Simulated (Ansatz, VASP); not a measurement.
## Two plane-wave programs on SnO

```xyz
4
Lattice="3.8639 0.0000 0.0000 0.0000 3.8639 0.0000 0.0000 0.0000 4.9512" Properties=species:S:1:pos:R:3 pbc="T T T"
Sn    1.9319    0.0000    3.7858
Sn    0.0000    1.9319    1.1654
O     0.0000    0.0000    0.0000
O     1.9319    1.9319    0.0000
```

Alike in both runs: task single point; functional r2SCAN; dispersion D3(BJ); k mesh 7 × 7 × 6; occupations fermi-dirac, width 0.05 eV; no spin polarisation.

|  | VASP | Ansatz |
| --- | --- | --- |
| version | VASP 6.6.1 | Ansatz 0.2.0 |
| potentials or method | VASP PAW PBE potentials, release 64 (Sn_d, O) | Ansatz PAW |
| plane-wave cutoff (eV) | 520 | 500 |
| valence electrons in the cell | 40 | 40 |

VASP gave:

```
gap on the k mesh at the Fermi level (eV)                     : 0.66
least direct gap on the mesh (eV)                             : 2.33
pressure (GPa)                                                : -4.4
traceless stress, the component that is largest in VASP (GPa) : 0.67
rms of the force components (eV/Å)                            : 0.212
```

**Question.** Estimate Ansatz's values.

**Answer.** gap on the k mesh at the Fermi level (eV): 0.66; least direct gap on the mesh (eV): 2.36; pressure (GPa): -4.9; traceless stress, the component that is largest in VASP (GPa): 0.71; rms of the force components (eV/Å): 0.264.

VASP's potentials were made for PBE, not for r2SCAN. Atom by atom the forces differ by 0.052 eV/Å (rms over components).

Noted on Ansatz's run: odd divisions of the mesh miss points on the zone boundary, where band edges often lie, so the gap on the mesh can be too wide.
